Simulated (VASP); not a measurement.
# C (C2/m) in VASP: notebook

C is run at these levels: r2SCAN; tasks: single point.

Everything below comes from runs of VASP 6.6.1. Logs are shortened: lines on timing, memory, paths and dates and some standing lists are left out, and cuts for length are marked.

## Step 1: The cell of the first run

Symmetry: C2/m, No. 12, monoclinic system. The conventional cell has a = 2.456 Å, b = 7.124 Å, c = 2.456 Å, α = 90.00°, β = 120.00°, γ = 90.00°. Within 1.8 Å of C (site symmetry m) lie 3 C at 1.35 to 1.51 Å.

## Step 2: Single point, r2SCAN (atom 1 (C) moved by (-0.100, +0.000) A along [1 1 0] and z)

File POSCAR:

```
C
1.0
    0.0000000000      2.1267565396      3.5617636613
    1.2279212041      0.0000000000      3.5617636613
    1.2279212041      2.1267565396      0.0000000000
C
2
Direct
    0.1788727029      0.8211272971      0.1212870224
    0.8332960723      0.1667039277      0.8332960723
```

File INCAR.step1:

```
SYSTEM = C
ALGO = Normal
EDIFF = 1E-4
ENCUT = 520
GGA = PE
ISMEAR = 0
LASPH = .TRUE.
LCHARG = .FALSE.
LREAL = .FALSE.
LWAVE = .TRUE.
NBANDS = 11
NELM = 100
PREC = Accurate
SIGMA = 0.05
```

File INCAR.step2:

```
SYSTEM = C
ALGO = Normal
EDIFF = 1E-7
ENCUT = 520
ISIF = 2
ISMEAR = 0
ISTART = 1
LASPH = .TRUE.
LCHARG = .FALSE.
LMIXTAU = .TRUE.
LREAL = .FALSE.
LWAVE = .FALSE.
METAGGA = R2SCAN
NBANDS = 11
NELM = 100
PREC = Accurate
SIGMA = 0.05
```

File KPOINTS:

```
k-points
0
G
  14 14 14
  0 0 0
```

Potentials or basis: VASP PAW PBE potentials, release 64 (C).

On the command line:

```bash
$ cat potpaw_PBE.64/C/POTCAR > POTCAR
$ cp INCAR.step1 INCAR
$ mpirun -np 1 vasp_std > vasp.out
$ cp INCAR.step2 INCAR
$ mpirun -np 1 vasp_std > vasp.out
```

OUTCAR:

```text
SYSTEM = C
   EDIFF = 1E-7
   ENCUT = 520
   ISIF = 2
   ISMEAR = 0
   ISTART = 1
   LASPH = .TRUE.
   LREAL = .FALSE.
   METAGGA = R2SCAN
   NELM = 100
   PREC = Accurate

 ion  position               nearest neighbor table
   1  0.179  0.821  0.121-   2 1.35   2 1.40   2 1.51
   2  0.833  0.167  0.833-   1 1.35   1 1.40   1 1.51

  LATTYP: Found a face centered orthorhombic cell.
 ALAT       =     2.4558424082
 B/A-ratio  =     1.7319975683
 C/A-ratio  =     2.9006451305

  Lattice vectors:

 A1 = (   0.0000000000,   2.1267565396,   3.5617636613)
 A2 = (   1.2279212041,   0.0000000000,   3.5617636613)
 A3 = (   1.2279212041,   2.1267565396,   0.0000000000)

Analysis of symmetry for initial positions (statically):
=====================================================================
 Subroutine PRICEL returns:
 Original cell was already a primitive cell.

 Routine SETGRP: Setting up the symmetry group for a
 face centered orthorhombic supercell.

 Subroutine GETGRP returns: Found  4 space group operations
 (whereof  2 operations were pure point group operations)
 out of a pool of  8 trial point group operations.

The static configuration has the point symmetry C_1h.
 The point group associated with its full space group is C_2h.

Analysis of symmetry for dynamics (positions and initial velocities):
=====================================================================
 Subroutine PRICEL returns:
 Original cell was already a primitive cell.

 Routine SETGRP: Setting up the symmetry group for a
 face centered orthorhombic supercell.

 Subroutine GETGRP returns: Found  4 space group operations
 (whereof  2 operations were pure point group operations)
 out of a pool of  8 trial point group operations.

The dynamic configuration has the point symmetry C_1h.
 The point group associated with its full space group is C_2h.

 Subroutine INISYM returns: Found  4 space group operations
 (whereof  2 operations are pure point group operations),
 and found     1 'primitive' translations

----------------------------------------------------------------------------------------

                                     Primitive cell

  volume of cell :      18.6030

  direct lattice vectors                    reciprocal lattice vectors
     0.000000000  2.126756540  3.561763661    -0.407192252  0.235099783  0.140379893
     1.227921204  0.000000000  3.561763661     0.407192252 -0.235099783  0.140379893
     1.227921204  2.126756540  0.000000000     0.407192252  0.235099783 -0.140379893

  length of vectors
     4.148403760  3.767486014  2.455785793     0.490697414  0.490697414  0.490697414

  position of ions in fractional coordinates (direct lattice)
     0.178872703  0.821127297  0.121287022
     0.833296072  0.166703928  0.833296072

  ion indices of the primitive-cell ions
   primitive index   ion index
                 1           1
                 2           2

----------------------------------------------------------------------------------------

 KPOINTS: k-points

Automatic generation of k-mesh.
 Grid dimensions read from file:
 generate k-points for:   14   14   14

 Generating k-lattice:

  Cartesian coordinates                     Fractional coordinates (reciprocal lattice)
    -0.029085161  0.016792842  0.010027135     0.071428571  0.000000000  0.000000000
     0.029085161 -0.016792842  0.010027135     0.000000000  0.071428571  0.000000000
     0.029085161  0.016792842 -0.010027135     0.000000000  0.000000000  0.071428571

  Length of vectors
     0.035049815  0.035049815  0.035049815

  Shift w.r.t. Gamma in fractional coordinates (k-lattice)
     0.000000000  0.000000000  0.000000000

 Subroutine IBZKPT returns following result:
 ===========================================

 Found    744 irreducible k-points:

 Following reciprocal coordinates:
            Coordinates               Weight
  0.000000  0.000000  0.000000      1.000000
  0.071429  0.000000 -0.000000      4.000000
 -0.071429 -0.071429 -0.071429      4.000000
  0.142857 -0.000000 -0.000000      4.000000
 -0.142857 -0.142857 -0.142857      4.000000
  0.214286  0.000000 -0.000000      4.000000
[... 16 lines left out ...]
  0.357143  0.071429 -0.000000      4.000000
 -0.357143 -0.357143 -0.285714      4.000000
 [... further k-points ...]
   k-points           NKPTS =    744   k-points in BZ     NKDIM =    744   number of bands    NBANDS=     11
   number of dos      NEDOS =    301   number of ions     NIONS =      2
   total plane-waves  NPLWV =  16128
   dimension x,y,z NGX =    32 NGY =   28 NGZ =   18
   dimension x,y,z NGXF=    64 NGYF=   56 NGZF=   36
   ions per type =               2
   NGX,Y,Z   is equivalent  to a cutoff of  12.82, 12.36, 12.19 a.u.
   NGXF,Y,Z  is equivalent  to a cutoff of  25.65, 24.71, 24.37 a.u.
 SYSTEM =  C
   PREC   = accura    normal or accurate (medium, high low for compatibility)
   ISTART =      1    job   : 0-new  1-cont  2-samecut
   ICHARG =      0    charge: 1-file 2-atom 10-const
   ISPIN  =      1    spin polarized calculation?
   LNONCOLLINEAR =      F non collinear calculations
   LSORBIT =      F    spin-orbit coupling
   LASPH  =      T    aspherical Exc in radial PAW
   ENCUT  =  520.0 eV  38.22 Ry    6.18 a.u.   7.71  7.01  4.57*2*pi/ulx,y,z
   NELM   =    100;   NELMIN=  2; NELMDL=  0     # of ELM steps
   EDIFF  = 0.1E-06   stopping-criterion for ELM
   LREAL  =      F    real-space projection
   EDIFFG = 0.1E-05   stopping-criterion for IOM
   NSW    =      0    number of steps for IOM
   IBRION =     -1    ionic relax: 0-MD 1-quasi-New 2-CG
   NFREE  =      0    steps in history (QN), initial steepest desc. (CG)
   ISIF   =      2    stress and relaxation
   ISYM   =      2    0-nonsym 1-usesym 2-fastsym
   POTIM  = 0.5000    time-step for ionic-motion
   TEBEG  =    0.0;   TEEND  =   0.0 temperature during run
   PSTRESS=    0.0 pullay stress
   NELECT =       8.0000    total number of electrons
   NUPDOWN=      -1.0000    fix difference up-down
   EMIN   =  10.00;   EMAX   =-10.00  energy-range for DOS
   EFERMI =   0.00;   METHOD = LEGACY
   ISMEAR =     0;   SIGMA  =   0.05  broadening in eV -4-tet -1-fermi 0-gaus
   EFERMI_NEDOS =   21; number of points for ismear=-14 and -15
   IALGO  =     38    algorithm
   IMIX   =      4    mixing-type and parameters
     AMIX     =   0.40;   BMIX     =  1.00
     AMIX_MAG =   1.60;   BMIX_MAG =  1.00
  volume/ion in A,a.u.               =       9.30        62.77
  Fermi-wavevector in a.u.,A,eV,Ry     =   1.235692  2.335120 20.775221  1.526936
  Thomas-Fermi vector in A             =   2.370331
   LORBIT       =      0    0 simple, 1 ext, 2 COOP (PROOUT), +10 PAW based schemes
   METAGGA = R2SCAN    functional components
   LHFCALC =     F    Hartree Fock is set to
   AEXX    =    0.0000 exact exchange contribution
   IVDW    =     0    specifies the selected vdW correction
   LEPSILON=     F    determine dielectric tensor
   LRPA    =     F    only Hartree local field effects (RPA)
 non-spin polarized calculation
 Gauss-broadening in eV      SIGMA  =   0.05
  energy-cutoff  :      520.00
  volume of cell :       18.60
 maximum number of plane-waves:       522
   NGX = 15   NGY = 13   NGZ =  9

 number of electron       8.0000000 magnetization

 Free energy of the ion-electron system (eV)
  ---------------------------------------------------
  ext. energy  EPLUGINS =         0.00000000
  ---------------------------------------------------
  free energy    TOTEN  =       -19.61126798 eV

  energy without entropy =      -19.61126798  energy(sigma->0) =      -19.61126798

 E-fermi :   4.1297     XC(G=0): -10.7077

 val. band max:        3.9444189925   @ k =   0.5000  -0.1429   0.3571
 cond. band min:       4.3194921982   @ k =   0.0000   0.3571   0.3571
 fundamental gap:      0.3750732056
 Fermi energy:         4.1297088857

 k-point     1 :       0.0000    0.0000    0.0000
  band No.  band energies     occupation
      1     -16.7732      2.00000
      2      -3.2042      2.00000
      3      -0.5895      2.00000
      4       2.6638      2.00000
      5       8.1185      0.00000
      6      10.9026      0.00000
      7      14.9552      0.00000
      8      16.7399      0.00000
      9      17.5241      0.00000
     10      28.0970      0.00000
     11      28.7010      0.00000

 k-point     2 :       0.0714    0.0000   -0.0000
  band No.  band energies     occupation
      1     -16.6432      2.00000
      2      -3.0759      2.00000
      3      -0.9525      2.00000
      4       2.2254      2.00000
      5       8.3254      0.00000
      6      11.1956      0.00000
      7      15.2998      0.00000
      8      16.2225      0.00000
      9      17.7613      0.00000
     10      28.1932      0.00000
     11      28.5436      0.00000

 k-point     3 :      -0.0714   -0.0714   -0.0714
  band No.  band energies     occupation
      1     -16.6413      2.00000
      2      -3.0838      2.00000
      3      -0.7855      2.00000
      4       1.9657      2.00000
      5       8.3168      0.00000
      6      11.2445      0.00000
      7      15.4343      0.00000
      8      16.3135      0.00000
      9      17.6869      0.00000
     10      27.9390      0.00000
     11      28.5360      0.00000
[... 267 lines left out ...]
 k-point    23 :       0.3571    0.0714   -0.0000
  band No.  band energies     occupation
      1     -14.6918      2.00000
      2      -5.1913      2.00000
      3      -1.4477      2.00000
      4      -0.9681      2.00000
      5      10.7186      0.00000
      6      11.7854      0.00000
      7      12.4469      0.00000
      8      20.0782      0.00000
      9      20.9909      0.00000
     10      23.6948      0.00000
     11      27.7328      0.00000

 k-point    24 :      -0.3571   -0.3571   -0.2857
  band No.  band energies     occupation
      1     -14.6678      2.00000
      2      -4.1357      2.00000
      3      -2.4381      2.00000
      4      -1.5999      2.00000
      5      11.1477      0.00000
      6      11.9047      0.00000
      7      12.6745      0.00000
      8      20.5729      0.00000
      9      21.1523      0.00000
     10      22.7554      0.00000
     11      27.9765      0.00000

 [... further k-points ...]

------------------------ aborting loop because EDIFF is reached ----------------------------------------

  FORCE on cell =-STRESS in cart. coord.  units (eV):
  Direction    XX          YY          ZZ          XY          YZ          ZX
  --------------------------------------------------------------------------------------
  -------------------------------------------------------------------------------------
  Total        0.0033195      1.6201033     -0.0136634     -0.6828600      0.0000000      0.0000000
  in kB        0.2858942    139.5307451     -1.1767577    -58.8110453      0.0000000      0.0000000
  external PRESSURE =      46.2132939 kB  Pullay stress =       0.0000000 kB

 VOLUME and BASIS-vectors are now :
 -----------------------------------------------------------------------------
  energy-cutoff  :      520.00
  volume of cell :       18.60
      direct lattice vectors                 reciprocal lattice vectors
     0.000000000  2.126756540  3.561763661    -0.407192252  0.235099783  0.140379893
     1.227921204  0.000000000  3.561763661     0.407192252 -0.235099783  0.140379893
     1.227921204  2.126756540  0.000000000     0.407192252  0.235099783 -0.140379893

 POSITION                                       TOTAL-FORCE (eV/Angst)
 -----------------------------------------------------------------------------------
      1.15721      0.63837      3.56176         3.270979      3.939546      0.000000
      1.22792      3.54444      3.56176        -3.270979     -3.939546      0.000000
 -----------------------------------------------------------------------------------
    total drift:                               -0.000007     -0.000001      0.000006

  FREE ENERGIE OF THE ION-ELECTRON SYSTEM (eV)
  ---------------------------------------------------
  free  energy   TOTEN  =       -19.6112679809 eV

  energy  without entropy=      -19.6112679808  energy(sigma->0) =      -19.61126798
```

Run time: 7.5 min. Hardware: 1 thread of AMD EPYC 9R45 (Zen 5), shared host; peak memory 0.21 GiB.

Results:

```yaml
Free_energy: -19.6113 eV
Pressure: 4.6 GPa
Largest_force: 5.120 eV/Å
```

Forces on the atoms (eV/Å):
```
C    3.271  3.940  0.000
C   -3.271 -3.940  0.000
```

Stress tensor (GPa, compression positive):
```
 0.03 -5.88  0.00
-5.88 13.95  0.00
 0.00  0.00 -0.12
```

Caveat: the cell differs from its parent crystal (atom 1 (C) moved by (-0.100, +0.000) A along [1 1 0] and z); the stress differs along the axes, from -0 to 14 GPa; the PAW data sets were made with another functional, which shifts forces and pressure a little.

## Step 3: Single point, r2SCAN (atom 1 (C) moved by (+0.000, -0.100) A along [1 1 0] and z)

Changes to POSCAR since step 2:

```diff
@@ -8,3 +8,3 @@
 Direct
-    0.1788727029      0.8211272971      0.1212870224
+    0.1526659384      0.8192580830      0.1807419170
     0.8332960723      0.1667039277      0.8332960723
```

File INCAR.step1:

```
SYSTEM = C
PREC = Accurate
ENCUT = 520
ISMEAR = 0
SIGMA = 0.05
LREAL = .FALSE.
LASPH = .TRUE.
NELM = 60
NBANDS = 11
GGA = PE
ALGO = Normal
EDIFF = 1E-4
LWAVE = .TRUE.
LCHARG = .FALSE.
```

File INCAR.step2:

```
SYSTEM = C
PREC = Accurate
ENCUT = 520
EDIFF = 1E-6
ISMEAR = 0
SIGMA = 0.05
LREAL = .FALSE.
LASPH = .TRUE.
NELM = 60
ALGO = Normal
ISIF = 2
LWAVE = .FALSE.
LCHARG = .TRUE.
METAGGA = R2SCAN
LMIXTAU = .TRUE.
LELF = .TRUE.
LVHAR = .TRUE.
NBANDS = 11
ISTART = 1
```

File KPOINTS:

```
regular mesh
0
G
  14 14 14
  0 0 0
```

Potentials or basis: VASP PAW PBE potentials, release 64 (C).

On the command line:

```bash
$ cat potpaw_PBE.64/C/POTCAR > POTCAR
$ cp INCAR.step1 INCAR
$ mpirun -np 1 vasp_std > vasp.out
$ cp INCAR.step2 INCAR
$ mpirun -np 1 vasp_std > vasp.out
```

Run time: 6.9 min. Hardware: 1 thread of AMD EPYC 9R45 (Zen 5), shared host; peak memory 0.21 GiB.

It converged, with:

| Quantity | Value |
| --- | --- |
| Free energy | -19.7887 eV |
| Pressure | 0.1 GPa |
| Largest force | 1.729 eV/Å |

Forces on the atoms (eV/Å):
```
C    0.000  0.001  1.729
C    0.000 -0.001 -1.729
```

Stress tensor (GPa, compression positive):
```
 1.00  0.00  0.00
 0.00  1.00  0.01
 0.00  0.01 -1.59
```

Caveat: the cell differs from its parent crystal (atom 1 (C) moved by (+0.000, -0.100) A along [1 1 0] and z); the PAW data sets were made with another functional, which shifts forces and pressure a little.
